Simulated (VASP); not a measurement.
Input of a VASP 6.6.1 run:

INCAR

```
PREC     = Accurate       # precision mode
ENCUT    = 600            # plane-wave cutoff, eV
EDIFF    = 1E-6           # SCF threshold, eV
ISMEAR   = 0              # smearing method
SIGMA    = 0.1            # smearing width, eV
LREAL    = F              # projectors in reciprocal space
LASPH    = T              # aspherical terms in the spheres
NELM     = 80             # most SCF steps
ALGO     = Normal         # electronic algorithm
ISIF     = 3              # what is computed and relaxed
LWAVE    = F              # write WAVECAR
LCHARG   = F              # write CHGCAR
GGA      = PE             # functional
IBRION   = 2              # ionic algorithm
NSW      = 100            # ionic steps
EDIFFG   = -0.01          # ionic threshold
```

The input KPOINTS:

```
Automatic mesh
0
Gamma
  12 12 12
```

The input POSCAR:

```
SbS3
1.0
    0.0000000000      3.3498156704      3.3498156704
    3.3498156704      0.0000000000      3.3498156704
    3.3498156704      3.3498156704      0.0000000000
Sb S
1 3
Direct
    0.0000000000      0.0000000000      0.0000000000
    0.2500000000      0.2500000000      0.2500000000
    0.7500000000      0.7500000000      0.7500000000
    0.5000000000      0.5000000000      0.5000000000
```

Potentials or basis: VASP PAW PBE potentials, release 64 (Sb, S).

Run with:

```bash
$ cat potpaw_PBE.64/Sb/POTCAR potpaw_PBE.64/S/POTCAR > POTCAR
$ mpirun -np 1 vasp_std > vasp.out
```

Task: Predict the relaxed volume.

Result: 18.59 Å³/atom.

Task: Predict the relaxed cell.

Result: a = 4.720 Å, b = 4.720 Å, c = 4.720 Å, α = 60.00°, β = 60.00°, γ = 60.00°.

The path:
| step | energy change (eV) | largest force (eV/Å) | pressure (GPa) | volume (Å³) |
| --- | --- | --- | --- | --- |
| 1 | 0.0000 | 0.0000 | -0.81 | 75.18 |
| 2 | -0.0019 | 0.0000 | 0.22 | 74.15 |
| 3 | -0.0021 | 0.0000 | 0.01 | 74.37 |
